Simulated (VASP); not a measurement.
# TiB5 (Pmmm) in VASP: further runs, part 2 of 2

VASP 6.6.1. The steps go on from the part before.

## 3. Single point, PBE

This run uses another cell than the first one, of 13.05 Å³/atom.

INCAR reads:

```
SYSTEM = TiB5
PREC = Accurate ; ENCUT = 520
EDIFF = 1E-7 ; ISMEAR = 0
SIGMA = 0.1 ; LREAL = .False.
LASPH = .True. ; NELM = 100
ALGO = Normal ; ISIF = 2
LWAVE = .False. ; LCHARG = .False.
GGA = PE ; NBANDS = 22
```

KPOINTS reads:

```
Automatic mesh
0
Gamma
  6 6 4
  0 0 0
```

POSCAR reads:

```
TiB5
1.0
    4.3918041874      0.0000000000      0.0000000000
    0.0000000000      3.0476437706      0.0000000000
    0.0000000000      0.0000000000      5.8502404442
Ti B
1 5
Direct
    0.0000000000      0.0000000000      0.0000000000
    0.1830274115      0.0000000000      0.6452467677
    0.8169725885      0.0000000000      0.6452467677
    0.8169725885      0.0000000000      0.3547532323
    0.1830274115      0.0000000000      0.3547532323
    0.5000000000      0.0000000000      0.5000000000
```

Potentials or basis: VASP PAW PBE potentials, release 64 (Ti_sv, B).

Launch:

```sh
> cat potpaw_PBE.64/Ti_sv/POTCAR potpaw_PBE.64/B/POTCAR > POTCAR
> mpirun -np 1 vasp_std > vasp.out
```

OUTCAR:

```text
SYSTEM = TiB5
   PREC = Accurate
   ENCUT = 520
   EDIFF = 1E-7
   ISMEAR = 0
   LREAL = .False.
   LASPH = .True.
   NELM = 100
   ISIF = 2
   GGA = PE

 ion  position               nearest neighbor table
   1  0.000  0.000  0.000-   2 2.23   3 2.23   4 2.23   5 2.23
   2  0.183  0.000  0.645-   3 1.61   6 1.63   5 1.70   1 2.23
   3  0.817  0.000  0.645-   2 1.61   6 1.63   4 1.70   1 2.23
   4  0.817  0.000  0.355-   5 1.61   6 1.63   3 1.70   1 2.23
   5  0.183  0.000  0.355-   4 1.61   6 1.63   2 1.70   1 2.23
   6  0.500  0.000  0.500-   2 1.63   3 1.63   4 1.63   5 1.63

  LATTYP: Found a simple orthorhombic cell.
 ALAT       =     3.0476437706
 B/A-ratio  =     1.4410490589
 C/A-ratio  =     1.9195945736

  Lattice vectors:

 A1 = (   0.0000000000,  -3.0476437706,   0.0000000000)
 A2 = (   4.3918041874,   0.0000000000,   0.0000000000)
 A3 = (   0.0000000000,   0.0000000000,   5.8502404442)

Analysis of symmetry for initial positions (statically):
=====================================================================
 Subroutine PRICEL returns:
 Original cell was already a primitive cell.

 Routine SETGRP: Setting up the symmetry group for a
 simple orthorhombic supercell.

 Subroutine GETGRP returns: Found  8 space group operations
 (whereof  8 operations were pure point group operations)
 out of a pool of  8 trial point group operations.

The static configuration has the point symmetry D_2h.

Analysis of symmetry for dynamics (positions and initial velocities):
=====================================================================
 Subroutine PRICEL returns:
 Original cell was already a primitive cell.

 Routine SETGRP: Setting up the symmetry group for a
 simple orthorhombic supercell.

 Subroutine GETGRP returns: Found  8 space group operations
 (whereof  8 operations were pure point group operations)
 out of a pool of  8 trial point group operations.

The dynamic configuration has the point symmetry D_2h.

 Subroutine INISYM returns: Found  8 space group operations
 (whereof  8 operations are pure point group operations),
 and found     1 'primitive' translations

----------------------------------------------------------------------------------------

                                     Primitive cell

  volume of cell :      78.3034

  direct lattice vectors                    reciprocal lattice vectors
     4.391804187  0.000000000  0.000000000     0.227696855  0.000000000  0.000000000
     0.000000000  3.047643771  0.000000000     0.000000000  0.328122338  0.000000000
     0.000000000  0.000000000  5.850240444     0.000000000  0.000000000  0.170933145

  length of vectors
     4.391804187  3.047643771  5.850240444     0.227696855  0.328122338  0.170933145

  position of ions in fractional coordinates (direct lattice)
     0.000000000  0.000000000  0.000000000
     0.183027411  0.000000000  0.645246768
     0.816972589  0.000000000  0.645246768
     0.816972589  0.000000000  0.354753232
     0.183027411  0.000000000  0.354753232
     0.500000000  0.000000000  0.500000000

  ion indices of the primitive-cell ions
   primitive index   ion index
                 1           1
                 2           2
                 3           3
                 4           4
                 5           5
                 6           6

[... 27 lines left out ...]
            Coordinates               Weight
  0.000000  0.000000  0.000000      1.000000
  0.166667  0.000000  0.000000      2.000000
  0.333333  0.000000  0.000000      2.000000
  0.500000  0.000000  0.000000      1.000000
  0.000000  0.166667  0.000000      2.000000
  0.166667  0.166667  0.000000      4.000000
[... 16 lines left out ...]
  0.333333  0.166667  0.250000      8.000000
  0.500000  0.166667  0.250000      4.000000
 [... further k-points ...]
   k-points           NKPTS =     48   k-points in BZ     NKDIM =     48   number of bands    NBANDS=     22
   number of dos      NEDOS =    301   number of ions     NIONS =      6
   total plane-waves  NPLWV =  41472
   dimension x,y,z NGX =    36 NGY =   24 NGZ =   48
   dimension x,y,z NGXF=    72 NGYF=   48 NGZF=   96
   ions per type =               1   5
   NGX,Y,Z   is equivalent  to a cutoff of  13.63, 13.09, 13.64 a.u.
   NGXF,Y,Z  is equivalent  to a cutoff of  27.25, 26.18, 27.28 a.u.
 SYSTEM =  TiB5
   PREC   = accura    normal or accurate (medium, high low for compatibility)
   ISTART =      0    job   : 0-new  1-cont  2-samecut
   ICHARG =      2    charge: 1-file 2-atom 10-const
   ISPIN  =      1    spin polarized calculation?
   LNONCOLLINEAR =      F non collinear calculations
   LSORBIT =      F    spin-orbit coupling
   LASPH  =      T    aspherical Exc in radial PAW
   ENCUT  =  520.0 eV  38.22 Ry    6.18 a.u.   8.17  5.67 10.88*2*pi/ulx,y,z
   NELM   =    100;   NELMIN=  2; NELMDL= -5     # of ELM steps
   EDIFF  = 0.1E-06   stopping-criterion for ELM
   LREAL  =      F    real-space projection
   EDIFFG = 0.1E-05   stopping-criterion for IOM
   NSW    =      0    number of steps for IOM
   IBRION =     -1    ionic relax: 0-MD 1-quasi-New 2-CG
   NFREE  =      0    steps in history (QN), initial steepest desc. (CG)
   ISIF   =      2    stress and relaxation
   ISYM   =      2    0-nonsym 1-usesym 2-fastsym
   POTIM  = 0.5000    time-step for ionic-motion
   TEBEG  =    0.0;   TEEND  =   0.0 temperature during run
   PSTRESS=    0.0 pullay stress
   NELECT =      27.0000    total number of electrons
   NUPDOWN=      -1.0000    fix difference up-down
   EMIN   =  10.00;   EMAX   =-10.00  energy-range for DOS
   EFERMI =   0.00;   METHOD = LEGACY
   ISMEAR =     0;   SIGMA  =   0.10  broadening in eV -4-tet -1-fermi 0-gaus
   EFERMI_NEDOS =   21; number of points for ismear=-14 and -15
   IALGO  =     38    algorithm
   IMIX   =      4    mixing-type and parameters
     AMIX     =   0.40;   BMIX     =  1.00
     AMIX_MAG =   1.60;   BMIX_MAG =  1.00
  volume/ion in A,a.u.               =      13.05        88.07
  Fermi-wavevector in a.u.,A,eV,Ry     =   1.147984  2.169375 17.930669  1.317867
  Thomas-Fermi vector in A             =   2.284661
   LORBIT       =      0    0 simple, 1 ext, 2 COOP (PROOUT), +10 PAW based schemes
   GGA     = PE    functional components
   LHFCALC =     F    Hartree Fock is set to
   AEXX    =    0.0000 exact exchange contribution
   IVDW    =     0    specifies the selected vdW correction
   LEPSILON=     F    determine dielectric tensor
   LRPA    =     F    only Hartree local field effects (RPA)
 non-spin polarized calculation
 Gauss-broadening in eV      SIGMA  =   0.10
  energy-cutoff  :      520.00
  volume of cell :       78.30
 maximum number of plane-waves:      2140
 NGX is ok and might be reduce to    36
   NGX = 17   NGY = 11   NGZ = 21

 number of electron      27.0000003 magnetization

 Free energy of the ion-electron system (eV)
  ---------------------------------------------------
  ext. energy  EPLUGINS =         0.00000000
  ---------------------------------------------------
  free energy    TOTEN  =       -36.01253025 eV

  energy without entropy =      -36.00236109  energy(sigma->0) =      -36.00744567

 E-fermi :   3.3059     XC(G=0):  -9.6110

 val. band max:        3.2882116876   @ k =   0.1667   0.3333   0.5000
 cond. band min:       3.3080620411   @ k =   0.5000   0.3333   0.5000
 fundamental gap:      0.0198503535
 Fermi energy:         3.3059399590

 k-point     1 :       0.0000    0.0000    0.0000
  band No.  band energies     occupation
      1     -53.5649      2.00000
      2     -30.0826      2.00000
      3     -29.7618      2.00000
      4     -29.5556      2.00000
      5      -9.9105      2.00000
      6      -5.1683      2.00000
[... 589 lines left out ...]
     21       7.6911      0.00000
     22       9.5096      0.00000

 [... further k-points ...]
[... 5 lines left out ...]
  --------------------------------------------------------------------------------------
  -------------------------------------------------------------------------------------
  Total       -0.0325636     -0.1103648      0.0996075      0.0000000      0.0000000      0.0000000
  in kB       -0.6662885     -2.2581883      2.0380816      0.0000000      0.0000000      0.0000000
  external PRESSURE =      -0.2954651 kB  Pullay stress =       0.0000000 kB

 VOLUME and BASIS-vectors are now :
 -----------------------------------------------------------------------------
  energy-cutoff  :      520.00
  volume of cell :       78.30
      direct lattice vectors                 reciprocal lattice vectors
     4.391804187  0.000000000  0.000000000     0.227696855  0.000000000  0.000000000
     0.000000000  3.047643771  0.000000000     0.000000000  0.328122338  0.000000000
     0.000000000  0.000000000  5.850240444     0.000000000  0.000000000  0.170933145

 POSITION                                       TOTAL-FORCE (eV/Angst)
 -----------------------------------------------------------------------------------
      0.00000      0.00000      0.00000         0.000000      0.000000     -0.000000
      0.80382      0.00000      3.77485        -0.019137      0.000000      0.039872
      3.58798      0.00000      3.77485         0.019137      0.000000      0.039872
      3.58798      0.00000      2.07539         0.019137     -0.000000     -0.039872
      0.80382      0.00000      2.07539        -0.019137     -0.000000     -0.039872
      2.19590      0.00000      2.92512         0.000000      0.000000     -0.000000
 -----------------------------------------------------------------------------------
    total drift:                                0.000000     -0.000000      0.000000

  FREE ENERGIE OF THE ION-ELECTRON SYSTEM (eV)
  ---------------------------------------------------
  free  energy   TOTEN  =       -36.0125302543 eV

  energy  without entropy=      -36.0023610854  energy(sigma->0) =      -36.00744567
```

stdout:

```text
POSCAR found type information on POSCAR TiB
 POSCAR found :  2 types and       6 ions
 scaLAPACK will be used
 LDA part: xc-table for (Slater+PW92), standard interpolation
 POSCAR, INCAR and KPOINTS ok, starting setup
 FFT: planning ... GRIDC
 FFT: planning ... GRID_SOFT
 FFT: planning ... GRID
 WAVECAR not read
 entering main loop
```

Wall time 74 s (1 thread of Intel Xeon Platinum 8488C (Sapphire Rapids), shared host); peak memory 0.23 GiB.

Results:

* Free energy: -36.0125 eV
* Pressure: 0.0 GPa
* Largest force: 0.044 eV/Å
* Band gap on the k mesh: zero (an odd number of electrons rules out a gap without spin polarisation)

Forces in eV/Å, atoms in the order of the input:
```
Ti   0.000  0.000  0.000
B   -0.019  0.000  0.040
B    0.019  0.000  0.040
B    0.019  0.000 -0.040
B   -0.019  0.000 -0.040
B    0.000  0.000  0.000
```

The gap in the log of VASP goes by the Fermi energy; the results here count the filled bands.